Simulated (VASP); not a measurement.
Crystal: BaTe.

```xyz
2
Lattice="0.0000 3.9142 3.9142 3.9142 0.0000 3.9142 3.9142 3.9142 0.0000" Properties=species:S:1:pos:R:3 pbc="T T T"
Ba    0.0000    0.0000    0.0000
Te    1.9571    1.9571    1.9571
```

- Program: VASP 6.6.1
- Task: relaxation of cell and atoms
- Functional: LDA
- Potentials or basis: VASP PAW LDA potentials, release 64 (Ba_sv, Te)
- Cutoff: 600 eV
- k mesh: 6 × 6 × 6
- Occupations: fermi-dirac, width 0.02 eV
- Spin: no spin polarisation

At the start: pressure -1.3 GPa; volume 59.97 Å³/atom.

**Question.** Where does the relaxation end?

**Answer.** Over 3 steps the energy falls by 16.8 meV/atom and the volume is 56.02 Å³/atom (-6.6 %); space group F-43m (No. 216, to 0.1 Å) before and after.

The path:
| step | energy change (eV) | largest force (eV/Å) | pressure (GPa) | volume (Å³) |
| --- | --- | --- | --- | --- |
| 1 | 0.0000 | 0.0000 | -1.29 | 119.93 |
| 2 | -0.0335 | 0.0000 | 0.06 | 111.74 |
| 3 | -0.0336 | 0.0000 | 0.00 | 112.04 |

Final structure:
```yaml
crystal:
  lattice:
    - [0.00000, 3.82634, 3.82634]
    - [3.82634, 0.00000, 3.82634]
    - [3.82634, 3.82634, 0.00000]
  atoms:
    - { symbol: Ba, position: [0.00000, 0.00000, 0.00000] }
    - { symbol: Te, position: [0.25000, 0.25000, 0.25000] }
```
